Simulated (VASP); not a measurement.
# Mg4Br (P4/mmm) in VASP: single point with PBE

Aim: the single point of Mg4Br with PBE.

Program: VASP 6.6.1. These are calculated values, not measurements. Logs are shortened: lines on timing, memory, paths and dates and some standing lists are left out, and cuts for length are marked.

**1. The cell of the first run**

The structure is tetragonal, space group P4/mmm (No. 123). Conventional cell: a = 4.254 Å, b = 4.254 Å, c = 3.497 Å, α = 90.00°, β = 90.00°, γ = 90.00°. Within 1.5 Å of Mg (site symmetry m2m) lie 2 Mg at 1.11 Å. Br (site symmetry 4/mmm) has 8 Mg at 2.52 Å within 3.3 Å.

The cell was generated, and may not be a known phase.

**2. Single point, PBE**

File INCAR:

```
SYSTEM = Mg4Br
PREC     = Accurate       ! precision mode
ENCUT    = 840            ! plane-wave cutoff, eV
EDIFF    = 1E-6           ! SCF threshold, eV
ISMEAR   = 0              ! smearing method
SIGMA    = 0.1            ! smearing width, eV
LREAL    = .False.        ! projectors in reciprocal space
LASPH    = .True.         ! aspherical terms in the spheres
NELM     = 120            ! most SCF steps
ALGO     = Normal         ! electronic algorithm
ISIF     = 2              ! what is computed and relaxed
LWAVE    = .False.        ! write WAVECAR
LCHARG   = .False.        ! write CHGCAR
GGA      = PE             ! functional
NBANDS   = 32             ! bands
GGA_COMPAT= .False.
```

File KPOINTS:

```
Automatic mesh
0
Gamma
  4 4 6
  0 0 0
```

File POSCAR:

```
Mg4Br
1.0
    4.2542784400      0.0000000000      0.0000000000
    0.0000000000      4.2542784400      0.0000000000
    0.0000000000      0.0000000000      3.4968921800
Mg Br
4 1
Direct
    0.8154992100      0.0000000000      0.5000000000
    0.1845007900      0.0000000000      0.5000000000
    0.0000000000      0.8154992100      0.5000000000
    0.0000000000      0.1845007900      0.5000000000
    0.5000000000      0.5000000000      0.5000000000
```

Potentials or basis: VASP PAW PBE potentials, release 64 (Mg_sv, Br).

Run with:

```bash
$ cat potpaw_PBE.64/Mg_sv/POTCAR potpaw_PBE.64/Br/POTCAR > POTCAR
$ mpirun -np 1 vasp_std > vasp.out
```

OUTCAR:

```text
SYSTEM = Mg4Br
   PREC = Accurate
   ENCUT = 840
   EDIFF = 1E-6
   ISMEAR = 0
   LREAL = .False.
   LASPH = .True.
   NELM = 120
   ISIF = 2
   GGA = PE

 ion  position               nearest neighbor table
   1  0.815  0.000  0.500-   3 1.11   4 1.11   2 1.57   5 2.52   5 2.52
   2  0.185  0.000  0.500-   3 1.11   4 1.11   1 1.57   5 2.52   5 2.52
   3  0.000  0.815  0.500-   1 1.11   2 1.11   4 1.57   5 2.52   5 2.52
   4  0.000  0.185  0.500-   1 1.11   2 1.11   3 1.57   5 2.52   5 2.52
   5  0.500  0.500  0.500-   1 2.52   2 2.52   3 2.52   4 2.52   1 2.52   2 2.52   3 2.52   4 2.52

 -----------------------------------------------------------------------------
|                                                                             |
|           W    W    AA    RRRRR   N    N  II  N    N   GGGG   !!!           |
|           W    W   A  A   R    R  NN   N  II  NN   N  G    G  !!!           |
|           W    W  A    A  R    R  N N  N  II  N N  N  G       !!!           |
|           W WW W  AAAAAA  RRRRR   N  N N  II  N  N N  G  GGG   !            |
|           WW  WW  A    A  R   R   N   NN  II  N   NN  G    G                |
|           W    W  A    A  R    R  N    N  II  N    N   GGGG   !!!           |
|                                                                             |
|     The distance between some ions is very small. Please check the          |
|     nearest-neighbor list in the OUTCAR file.                               |
|     I HOPE YOU KNOW WHAT YOU ARE DOING!                                     |
|                                                                             |
 -----------------------------------------------------------------------------

  LATTYP: Found a simple tetragonal cell.
 ALAT       =     4.2542784400
 C/A-ratio  =     0.8219706889

  Lattice vectors:

 A1 = (   4.2542784400,   0.0000000000,   0.0000000000)
 A2 = (   0.0000000000,   4.2542784400,   0.0000000000)
 A3 = (   0.0000000000,   0.0000000000,   3.4968921800)

Analysis of symmetry for initial positions (statically):
=====================================================================
 Subroutine PRICEL returns:
 Original cell was already a primitive cell.

 Routine SETGRP: Setting up the symmetry group for a
 simple tetragonal supercell.

 Subroutine GETGRP returns: Found 16 space group operations
 (whereof 16 operations were pure point group operations)
 out of a pool of 16 trial point group operations.

The static configuration has the point symmetry D_4h.

Analysis of symmetry for dynamics (positions and initial velocities):
=====================================================================
 Subroutine PRICEL returns:
 Original cell was already a primitive cell.

 Routine SETGRP: Setting up the symmetry group for a
 simple tetragonal supercell.

 Subroutine GETGRP returns: Found 16 space group operations
 (whereof 16 operations were pure point group operations)
 out of a pool of 16 trial point group operations.

The dynamic configuration has the point symmetry D_4h.

 Subroutine INISYM returns: Found 16 space group operations
 (whereof 16 operations are pure point group operations),
 and found     1 'primitive' translations

----------------------------------------------------------------------------------------

                                     Primitive cell

  volume of cell :      63.2898

  direct lattice vectors                    reciprocal lattice vectors
     4.254278440  0.000000000  0.000000000     0.235057487  0.000000000  0.000000000
     0.000000000  4.254278440  0.000000000     0.000000000  0.235057487  0.000000000
     0.000000000  0.000000000  3.496892180     0.000000000  0.000000000  0.285968211

  length of vectors
     4.254278440  4.254278440  3.496892180     0.235057487  0.235057487  0.285968211

  position of ions in fractional coordinates (direct lattice)
     0.815499210  0.000000000  0.500000000
     0.184500790  0.000000000  0.500000000
     0.000000000  0.815499210  0.500000000
     0.000000000  0.184500790  0.500000000
     0.500000000  0.500000000  0.500000000

  ion indices of the primitive-cell ions
   primitive index   ion index
                 1           1
                 2           2
                 3           3
                 4           4
                 5           5

----------------------------------------------------------------------------------------

 KPOINTS: Automatic mesh

Automatic generation of k-mesh.
 Grid dimensions read from file:
 generate k-points for:    4    4    6

 Generating k-lattice:

  Cartesian coordinates                     Fractional coordinates (reciprocal lattice)
     0.058764372  0.000000000  0.000000000     0.250000000  0.000000000  0.000000000
     0.000000000  0.058764372  0.000000000     0.000000000  0.250000000  0.000000000
     0.000000000  0.000000000  0.047661368     0.000000000  0.000000000  0.166666667

  Length of vectors
     0.058764372  0.058764372  0.047661368

  Shift w.r.t. Gamma in fractional coordinates (k-lattice)
     0.000000000  0.000000000  0.000000000

 Subroutine IBZKPT returns following result:
 ===========================================

 Found     24 irreducible k-points:

 Following reciprocal coordinates:
            Coordinates               Weight
  0.000000  0.000000  0.000000      1.000000
  0.250000  0.000000  0.000000      4.000000
  0.500000  0.000000  0.000000      2.000000
  0.250000  0.250000  0.000000      4.000000
  0.500000  0.250000  0.000000      4.000000
  0.500000  0.500000  0.000000      1.000000
[... 16 lines left out ...]
  0.500000  0.250000  0.500000      4.000000
  0.500000  0.500000  0.500000      1.000000
   k-points           NKPTS =     24   k-points in BZ     NKDIM =     24   number of bands    NBANDS=     32
   number of dos      NEDOS =    301   number of ions     NIONS =      5
   total plane-waves  NPLWV =  57600
   dimension x,y,z NGX =    40 NGY =   40 NGZ =   36
   dimension x,y,z NGXF=    80 NGYF=   80 NGZF=   72
   ions per type =               4   1
   NGX,Y,Z   is equivalent  to a cutoff of  15.63, 15.63, 17.11 a.u.
   NGXF,Y,Z  is equivalent  to a cutoff of  31.26, 31.26, 34.23 a.u.
 SYSTEM =  Mg4Br
   PREC   = accura    normal or accurate (medium, high low for compatibility)
   ISTART =      0    job   : 0-new  1-cont  2-samecut
   ICHARG =      2    charge: 1-file 2-atom 10-const
   ISPIN  =      1    spin polarized calculation?
   LNONCOLLINEAR =      F non collinear calculations
   LSORBIT =      F    spin-orbit coupling
   LASPH  =      T    aspherical Exc in radial PAW
   ENCUT  =  840.0 eV  61.74 Ry    7.86 a.u.  10.05 10.05  8.26*2*pi/ulx,y,z
   NELM   =    120;   NELMIN=  2; NELMDL= -5     # of ELM steps
   EDIFF  = 0.1E-05   stopping-criterion for ELM
   LREAL  =      F    real-space projection
   EDIFFG = 0.1E-04   stopping-criterion for IOM
   NSW    =      0    number of steps for IOM
   IBRION =     -1    ionic relax: 0-MD 1-quasi-New 2-CG
   NFREE  =      0    steps in history (QN), initial steepest desc. (CG)
   ISIF   =      2    stress and relaxation
   ISYM   =      2    0-nonsym 1-usesym 2-fastsym
   POTIM  = 0.5000    time-step for ionic-motion
   TEBEG  =    0.0;   TEEND  =   0.0 temperature during run
   PSTRESS=    0.0 pullay stress
   NELECT =      47.0000    total number of electrons
   NUPDOWN=      -1.0000    fix difference up-down
   EMIN   =  10.00;   EMAX   =-10.00  energy-range for DOS
   EFERMI =   0.00;   METHOD = LEGACY
   ISMEAR =     0;   SIGMA  =   0.10  broadening in eV -4-tet -1-fermi 0-gaus
   EFERMI_NEDOS =   21; number of points for ismear=-14 and -15
   IALGO  =     38    algorithm
   IMIX   =      4    mixing-type and parameters
     AMIX     =   0.40;   BMIX     =  1.00
     AMIX_MAG =   1.60;   BMIX_MAG =  1.00
  volume/ion in A,a.u.               =      12.66        85.42
  Fermi-wavevector in a.u.,A,eV,Ry     =   1.482505  2.801528 29.903161  2.197820
  Thomas-Fermi vector in A             =   2.596282
   LORBIT       =      0    0 simple, 1 ext, 2 COOP (PROOUT), +10 PAW based schemes
   GGA     = PE    functional components
   LHFCALC =     F    Hartree Fock is set to
   AEXX    =    0.0000 exact exchange contribution
   IVDW    =     0    specifies the selected vdW correction
   LEPSILON=     F    determine dielectric tensor
   LRPA    =     F    only Hartree local field effects (RPA)
 non-spin polarized calculation
 Gauss-broadening in eV      SIGMA  =   0.10
  energy-cutoff  :      840.00
  volume of cell :       63.29
 maximum number of plane-waves:      3516
   NGX = 21   NGY = 21   NGZ = 17

 number of electron      46.9999985 magnetization

 Free energy of the ion-electron system (eV)
  ---------------------------------------------------
  ext. energy  EPLUGINS =         0.00000000
  ---------------------------------------------------
  free energy    TOTEN  =       122.46321557 eV

  energy without entropy =      122.47198711  energy(sigma->0) =      122.46760134

 E-fermi :   7.5811     XC(G=0): -10.9253

 val. band max:        7.5731177395   @ k =   0.5000   0.0000   0.5000
 cond. band min:       7.6182830941   @ k =   0.5000   0.2500   0.0000
 fundamental gap:      0.0451653546
 Fermi energy:         7.5810841626

 k-point     1 :       0.0000    0.0000    0.0000
  band No.  band energies     occupation
      1     -92.0942      2.00000
      2     -83.3634      2.00000
      3     -83.3634      2.00000
      4     -74.2041      2.00000
      5     -56.7964      2.00000
      6     -53.9351      2.00000
[... 24 lines left out ...]
     31      14.4766      0.00000
     32      15.7852      0.00000

 k-point     2 :       0.2500    0.0000    0.0000
  band No.  band energies     occupation
      1     -92.0940      2.00000
      2     -83.3645      2.00000
      3     -83.3636      2.00000
      4     -74.2039      2.00000
      5     -56.7969      2.00000
      6     -53.9280      2.00000
[... 24 lines left out ...]
     31      14.0850      0.00000
     32      14.8208      0.00000

 k-point     3 :       0.5000    0.0000    0.0000
  band No.  band energies     occupation
      1     -92.0938      2.00000
      2     -83.3654      2.00000
      3     -83.3636      2.00000
      4     -74.2029      2.00000
      5     -56.7975      2.00000
      6     -53.9208      2.00000
[... 24 lines left out ...]
     31      14.3473      0.00000
     32      15.0572      0.00000

 k-point     4 :       0.2500    0.2500    0.0000
  band No.  band energies     occupation
      1     -92.0939      2.00000
      2     -83.3646      2.00000
      3     -83.3644      2.00000
      4     -74.2031      2.00000
      5     -56.7976      2.00000
      6     -53.9209      2.00000
[... 24 lines left out ...]
     31      15.0800      0.00000
     32      15.1584      0.00000

 k-point     5 :       0.5000    0.2500    0.0000
  band No.  band energies     occupation
      1     -92.0937      2.00000
      2     -83.3652      2.00000
      3     -83.3644      2.00000
      4     -74.2017      2.00000
      5     -56.7980      2.00000
      6     -53.9136      2.00000
[... 584 lines left out ...]
     31      15.3805      0.00000
     32      17.3649      0.00000

 k-point    22 :       0.2500    0.2500    0.5000
  band No.  band energies     occupation
      1     -92.0937      2.00000
      2     -83.3644      2.00000
      3     -83.3643      2.00000
      4     -74.2034      2.00000
      5     -56.7974      2.00000
      6     -53.9206      2.00000
[... 24 lines left out ...]
     31      14.8250      0.00000
     32      15.5799      0.00000

 k-point    23 :       0.5000    0.2500    0.5000
  band No.  band energies     occupation
      1     -92.0936      2.00000
      2     -83.3651      2.00000
      3     -83.3644      2.00000
      4     -74.2018      2.00000
      5     -56.7979      2.00000
      6     -53.9134      2.00000
[... 24 lines left out ...]
     31      14.6435      0.00000
     32      15.7156      0.00000

 k-point    24 :       0.5000    0.5000    0.5000
  band No.  band energies     occupation
      1     -92.0932      2.00000
      2     -83.3648      2.00000
      3     -83.3648      2.00000
      4     -74.2000      2.00000
      5     -56.7982      2.00000
      6     -53.9061      2.00000
[... 24 lines left out ...]
     31      14.9196      0.00000
     32      15.5904      0.00000

------------------------ aborting loop because EDIFF is reached ----------------------------------------

  FORCE on cell =-STRESS in cart. coord.  units (eV):
  Direction    XX          YY          ZZ          XY          YZ          ZX
  --------------------------------------------------------------------------------------
  -------------------------------------------------------------------------------------
  Total      281.7255311    281.7255311      0.7225491      0.0000000      0.0000000      0.0000000
  in kB     7131.8586179   7131.8586179     18.2912715      0.0000000      0.0000000      0.0000000
  external PRESSURE =    4760.6695025 kB  Pullay stress =       0.0000000 kB

 VOLUME and BASIS-vectors are now :
 -----------------------------------------------------------------------------
  energy-cutoff  :      840.00
  volume of cell :       63.29
      direct lattice vectors                 reciprocal lattice vectors
     4.254278440  0.000000000  0.000000000     0.235057487  0.000000000  0.000000000
     0.000000000  4.254278440  0.000000000     0.000000000  0.235057487  0.000000000
     0.000000000  0.000000000  3.496892180     0.000000000  0.000000000  0.285968211

 POSITION                                       TOTAL-FORCE (eV/Angst)
 -----------------------------------------------------------------------------------
      3.46936      0.00000      1.74845      -169.227097     -0.000000     -0.000000
      0.78492      0.00000      1.74845       169.227097     -0.000000      0.000000
      0.00000      3.46936      1.74845         0.000000   -169.227097     -0.000000
      0.00000      0.78492      1.74845        -0.000000    169.227097      0.000000
      2.12714      2.12714      1.74845         0.000000     -0.000000     -0.000000
 -----------------------------------------------------------------------------------
    total drift:                               -0.000000      0.000000     -0.000000

  FREE ENERGIE OF THE ION-ELECTRON SYSTEM (eV)
  ---------------------------------------------------
  free  energy   TOTEN  =       122.4632155667 eV

  energy  without entropy=      122.4719871143  energy(sigma->0) =      122.46760134
```

Wall time 76 s (1 thread of Intel Xeon Platinum 8259CL at 2.50GHz (Skylake/Cascade Lake), shared host); peak memory 0.27 GiB.

Results:

```yaml
Free_energy: 122.4632 eV
Pressure: 476.1 GPa
Largest_force: 169.227 eV/Å
Band_gap_on_the_k_mesh: zero (an odd number of electrons rules out a gap without spin polarisation)
```

Forces on the atoms (eV/Å):
```
Mg  -169.227    0.000    0.000
Mg   169.227    0.000    0.000
Mg     0.000 -169.227    0.000
Mg     0.000  169.227    0.000
Br     0.000    0.000    0.000
```

Stress tensor (GPa, compression positive):
```
713.19   0.00   0.00
  0.00 713.19   0.00
  0.00   0.00   1.83
```

Levels at points of the mesh, in eV from the Fermi level:
```csv
k point,band 21,band 22,band 23,band 24,band 25,band 26
"(0.00, 0.00, 0.00)",-5.14,-3.28,0.34,0.60,1.03,2.41
"(0.50, 0.00, 0.00)",-4.82,-3.54,-1.49,-0.10,2.08,3.23
"(0.50, 0.50, 0.00)",-4.76,0.20,1.11,1.11,1.92,3.05
"(0.00, 0.00, 0.50)",-3.81,-2.61,-2.23,1.16,1.16,1.67
"(0.50, 0.00, 0.50)",-5.18,-1.79,-0.65,-0.01,1.11,1.47
"(0.50, 0.50, 0.50)",-4.47,-1.98,-1.71,-1.71,2.69,3.72
```

Caveat: the k points lie up to 0.37 Å⁻¹ apart, too coarse for converged energies and pressures of a metal; atoms lie so close that the PAW spheres overlap strongly, which falsifies energies and pressures; forces of over 1 eV/Å act on the atoms, so gaps and moduli don't describe the material at rest.

The gap in the log of VASP goes by the Fermi energy; the results here count the filled bands.